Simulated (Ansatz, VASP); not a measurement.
Two plane-wave programs on LiF

POSCAR

```
LiF
1.0
    2.6619143200      0.0000000000      0.0000000000
    0.0000000000      2.6619143200      0.0000000000
    0.0000000000      0.0000000000      2.6619143200
Li F
1 1
Direct
    0.0000000000      0.0000000000      0.0000000000
    0.5000000000      0.5000000000      0.5000000000
```

Contents of INCAR.step1:

```
SYSTEM = LiF
ALGO = Normal
EDIFF = 1E-4
ENCUT = 520
GGA = PE
ISMEAR = 0
LASPH = .TRUE.
LCHARG = .FALSE.
LREAL = .FALSE.
LWAVE = .TRUE.
NBANDS = 12
NELM = 60
PREC = Accurate
SIGMA = 0.05
```

The input INCAR.step2:

```
SYSTEM = LiF
ALGO = Normal
EDIFF = 1E-6
ENCUT = 520
ISIF = 2
ISMEAR = 0
ISTART = 1
LASPH = .TRUE.
LCHARG = .FALSE.
LMIXTAU = .TRUE.
LREAL = .FALSE.
LWAVE = .FALSE.
METAGGA = R2SCAN
NBANDS = 12
NELM = 60
PREC = Accurate
SIGMA = 0.05
```

The input KPOINTS:

```
k-points
0
G
  10 10 10
  0 0 0
```

Input for Ansatz:

```yaml
crystal:
  lattice:
    - [2.66191432, 0.0, 0.0]
    - [0.0, 2.66191432, 0.0]
    - [0.0, 0.0, 2.66191432]
  atoms:
    - { symbol: Li, position: [0.0, 0.0, 0.0] }
    - { symbol: F, position: [0.5, 0.5, 0.5] }
basis:
  ecutwfc: 500
kpoints:
  mp_grid: { grid: [10, 10, 10] }
hamiltonian:
  xc: r2scan
scf:
  occupations: { method: gaussian, width: 0.05 }
output:
  forces: true
  stress: true
  eigenvalues: true
```

Change from the starting cell: strain +0.040 along x and y, +0.040 along z, atoms carried along.

Alike in both runs: task single point; functional r2SCAN; k mesh 10 × 10 × 10; occupations gaussian, width 0.05 eV; no spin polarisation.

```csv
,VASP,Ansatz
version,VASP 6.6.1,Ansatz 0.2.0
potentials or method,"VASP PAW PBE potentials, release 64 (Li_sv, F), cutoff 520 eV","scalar-relativistic, plane waves, PAW"
valence electrons in the cell,10,10
```

VASP gave:

- gap on the k mesh at the Fermi level (eV): 7.74
- least direct gap on the mesh (eV): 8.31

Question: What did Ansatz give for the same quantities?

Answer: gap on the k mesh at the Fermi level (eV): 7.55; least direct gap on the mesh (eV): 8.11.

VASP's potentials were made for PBE, not for r2SCAN.

Noted on VASP's run: the cutoff is short for stress, so the pressure is rough.
